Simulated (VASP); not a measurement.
# Bi4Se3 (P1) in VASP: single point with r2SCAN

Aim: the single point of Bi4Se3 with r2SCAN.

Everything below comes from runs of VASP 6.6.1. Logs are shortened: lines on timing, memory, paths and dates and some standing lists are left out, and cuts for length are marked.

### 1 The cell of the first run

The typed cell holds 7 atoms: a = 4.269 Å, b = 4.301 Å, c = 13.616 Å, α = 80.69°, β = 99.22°, γ = 119.95°.

### 2 Single point, r2SCAN

Input file POSCAR:

```
Bi4Se3
1.0
    4.2686590000     -0.0073120000     -0.0070000000
   -2.1406620000      3.7305530000      0.0094260000
   -2.1582990000      1.2673180000     13.3839240000
Bi Se
4 3
Direct
    0.1479660000      0.8229340000      0.4470850000
    0.9445690000      0.1751020000      0.5835760000
    0.3383440000      0.7842490000      0.8512490000
    0.7079610000      0.3242230000      0.1302610000
    0.4684880000      0.6054920000      0.2617580000
    0.5323430000      0.3203460000      0.7689150000
    0.9007500000      0.9622740000      0.9873010000
```

Input file INCAR.step1:

```
ALGO = Normal
EDIFF = 1E-4
ENCUT = 520
GGA = PE
ISMEAR = -1
LASPH = True
LCHARG = False
LREAL = False
LWAVE = True
NBANDS = 48
NELM = 100
PREC = Accurate
SIGMA = 0.1
```

Input file INCAR.step2:

```
ALGO = Normal
EDIFF = 1E-6
ENCUT = 520
ISIF = 2
ISMEAR = -1
ISTART = 1
LASPH = True
LCHARG = False
LMIXTAU = True
LREAL = False
LWAVE = False
METAGGA = R2SCAN
NBANDS = 48
NELM = 100
PREC = Accurate
SIGMA = 0.1
```

Input file KPOINTS:

```
Automatic mesh
0
Gamma
  5 5 2
  0 0.5 0.5
```

Potentials or basis: VASP PAW PBE potentials, release 64 (Bi_d, Se).

The run is started by

```console
$ cat potpaw_PBE.64/Bi_d/POTCAR potpaw_PBE.64/Se/POTCAR > POTCAR
$ cp INCAR.step1 INCAR
$ mpirun -np 1 vasp_std > vasp.out
$ cp INCAR.step2 INCAR
$ mpirun -np 1 vasp_std > vasp.out
```

OUTCAR:

```text
EDIFF = 1E-6
   ENCUT = 520
   ISIF = 2
   ISMEAR = -1
   ISTART = 1
   LASPH = True
   LREAL = False
   METAGGA = R2SCAN
   NELM = 100
   PREC = Accurate

 ion  position               nearest neighbor table
   1  0.148  0.823  0.447-   2 2.90   2 3.04   2 3.32
   2  0.945  0.175  0.584-   1 2.90   1 3.04   6 3.16   1 3.32
   3  0.338  0.784  0.851-   6 2.19   7 2.64   6 2.93   6 3.12   7 3.24
   4  0.708  0.324  0.130-   5 2.87   7 2.92   5 3.07   7 3.11   5 3.18
   5  0.468  0.605  0.262-   4 2.87   4 3.07   4 3.18
   6  0.532  0.320  0.769-   3 2.19   3 2.93   3 3.12   2 3.16
   7  0.901  0.962  0.987-   3 2.64   4 2.92   4 3.11   3 3.24

  LATTYP: Found a triclinic cell.
 ALAT       =     4.2884613396
 B/A-ratio  =     0.9953852125
 C/A-ratio  =     3.1711722944
 COS(alpha) =     0.0025993549
 COS(beta)  =     0.1573420791
 COS(gamma) =     0.4947250686

  Lattice vectors:

 A1 = (   2.1279970000,   3.7232410000,   0.0024260000)
 A2 = (   4.2686590000,  -0.0073120000,  -0.0070000000)
 A3 = (   0.0176370000,   2.4632350000, -13.3744980000)

Analysis of symmetry for initial positions (statically):
=====================================================================
 Subroutine PRICEL returns:
 Original cell was already a primitive cell.

 Routine SETGRP: Setting up the symmetry group for a
 triclinic supercell.

 Subroutine GETGRP returns: Found  1 space group operations
 (whereof  1 operations were pure point group operations)
 out of a pool of  2 trial point group operations.

The static configuration has the point symmetry C_1 .

Analysis of symmetry for dynamics (positions and initial velocities):
=====================================================================
 Subroutine PRICEL returns:
 Original cell was already a primitive cell.

 Routine SETGRP: Setting up the symmetry group for a
 triclinic supercell.

 Subroutine GETGRP returns: Found  1 space group operations
 (whereof  1 operations were pure point group operations)
 out of a pool of  2 trial point group operations.

The dynamic configuration has the point symmetry C_1 .

 Subroutine INISYM returns: Found  1 space group operations
 (whereof  1 operations are pure point group operations),
 and found     1 'primitive' translations

----------------------------------------------------------------------------------------

[... 103 lines left out ...]
   EDIFFG = 0.1E-04   stopping-criterion for IOM
   NSW    =      0    number of steps for IOM
   IBRION =     -1    ionic relax: 0-MD 1-quasi-New 2-CG
   NFREE  =      0    steps in history (QN), initial steepest desc. (CG)
   ISIF   =      2    stress and relaxation
   ISYM   =      2    0-nonsym 1-usesym 2-fastsym
   POTIM  = 0.5000    time-step for ionic-motion
   TEBEG  =    0.0;   TEEND  =   0.0 temperature during run
   PSTRESS=    0.0 pullay stress
   NELECT =      78.0000    total number of electrons
   NUPDOWN=      -1.0000    fix difference up-down
   EMIN   =  10.00;   EMAX   =-10.00  energy-range for DOS
   EFERMI =   0.00;   METHOD = LEGACY
   ISMEAR =    -1;   SIGMA  =   0.10  broadening in eV -4-tet -1-fermi 0-gaus
   EFERMI_NEDOS =   21; number of points for ismear=-14 and -15
   IALGO  =     38    algorithm
   IMIX   =      4    mixing-type and parameters
     AMIX     =   0.40;   BMIX     =  1.00
     AMIX_MAG =   1.60;   BMIX_MAG =  1.00
  volume/ion in A,a.u.               =      30.40       205.18
  Fermi-wavevector in a.u.,A,eV,Ry     =   1.171546  2.213901 18.674268  1.372520
  Thomas-Fermi vector in A             =   2.307988
   LORBIT       =      0    0 simple, 1 ext, 2 COOP (PROOUT), +10 PAW based schemes
   METAGGA = R2SCAN    functional components
   LHFCALC =     F    Hartree Fock is set to
   AEXX    =    0.0000 exact exchange contribution
   IVDW    =     0    specifies the selected vdW correction
   LEPSILON=     F    determine dielectric tensor
   LRPA    =     F    only Hartree local field effects (RPA)
 non-spin polarized calculation
  energy-cutoff  :      520.00
  volume of cell :      212.83
 maximum number of plane-waves:      5762
   NGX = 15   NGY = 15   NGZ = 51

 number of electron      78.0000002 magnetization

 Free energy of the ion-electron system (eV)
  ---------------------------------------------------
  ext. energy  EPLUGINS =         0.00000000
  ---------------------------------------------------
  free energy    TOTEN  =      -276.28862595 eV

  energy without entropy =     -276.24120168  energy(sigma->0) =     -276.26491382

 E-fermi :   5.6780     XC(G=0): -10.0524

 val. band max:        5.6668926871   @ k =  -0.0000  -0.1000   0.2500
 cond. band min:       5.7428155106   @ k =  -0.2000  -0.1000   0.2500
 fundamental gap:      0.0759228236
 Fermi energy:         5.6780241896

 k-point     1 :       0.0000    0.1000    0.2500
  band No.  band energies     occupation
      1     -19.2128      2.00000
      2     -18.8779      2.00000
      3     -18.8571      2.00000
      4     -18.8344      2.00000
      5     -18.8184      2.00000
      6     -18.8092      2.00000
[... 1213 lines left out ...]
     47      10.0453      0.00000
     48      10.7931      0.00000

 [... further k-points ...]

------------------------ aborting loop because EDIFF is reached ----------------------------------------

  FORCE on cell =-STRESS in cart. coord.  units (eV):
  Direction    XX          YY          ZZ          XY          YZ          ZX
  --------------------------------------------------------------------------------------
  -------------------------------------------------------------------------------------
  Total        2.7496527     17.1270216      7.9664702     -1.3482224     -9.6354819      0.4093568
  in kB       20.6989037    128.9292169     59.9701918    -10.1491818    -72.5342190      3.0815663
  external PRESSURE =      69.8661041 kB  Pullay stress =       0.0000000 kB

 VOLUME and BASIS-vectors are now :
 -----------------------------------------------------------------------------
  energy-cutoff  :      520.00
  volume of cell :      212.83
      direct lattice vectors                 reciprocal lattice vectors
     4.268659000 -0.007312000 -0.007000000     0.234537167  0.134518490  0.025084096
    -2.140662000  3.730553000  0.009426000     0.000418129  0.268360739 -0.025343535
    -2.158299000  1.267318000 13.383924000     0.000122372 -0.000118645  0.074747471

 POSITION                                       TOTAL-FORCE (eV/Angst)
 -----------------------------------------------------------------------------------
     -2.09495      3.63552      5.99047         0.304983      0.806062     -0.103514
      2.39768      1.38590      7.80558        -0.528429     -1.010523     -0.443274
     -2.07179      4.00201     11.39808        -0.494621     -7.521911      4.402688
      2.04685      1.36944      1.74150         0.211730      0.067624      0.875573
      0.13871      2.58713      3.50578        -0.406394     -0.191358     -0.891852
     -0.07291      2.16564     10.29039        -0.306718      7.524256     -5.058133
     -0.34580      4.83445     13.21673         1.219449      0.325850      1.218511
 -----------------------------------------------------------------------------------
    total drift:                                0.000045      0.000923     -0.000182

  FREE ENERGIE OF THE ION-ELECTRON SYSTEM (eV)
  ---------------------------------------------------
  free  energy   TOTEN  =      -276.2886259475 eV

  energy  without entropy=     -276.2412016846  energy(sigma->0) =     -276.26491382
```

Run time: 8.3 min. Hardware: 1 thread of Intel Xeon Platinum 8488C (Sapphire Rapids), shared host; peak memory 0.47 GiB.

Results:

- Free energy: -276.2886 eV
- Pressure: 7.0 GPa
- Largest force: 9.072 eV/Å
- Band gap on the k mesh: 0.08 eV (least direct gap 0.23 eV)

Forces on the atoms (eV/Å):
```
Bi   0.305  0.806 -0.104
Bi  -0.528 -1.011 -0.443
Bi  -0.495 -7.522  4.403
Bi   0.212  0.068  0.876
Se  -0.406 -0.191 -0.892
Se  -0.307  7.524 -5.058
Se   1.219  0.326  1.219
```

Caveat: the stress differs along the axes, from 2 to 13 GPa; the PAW data sets were made with another functional, which shifts forces and pressure a little; spin-orbit coupling is left out, which moves the levels of the heavy elements; a shifted mesh leaves out Γ, where band edges can lie.
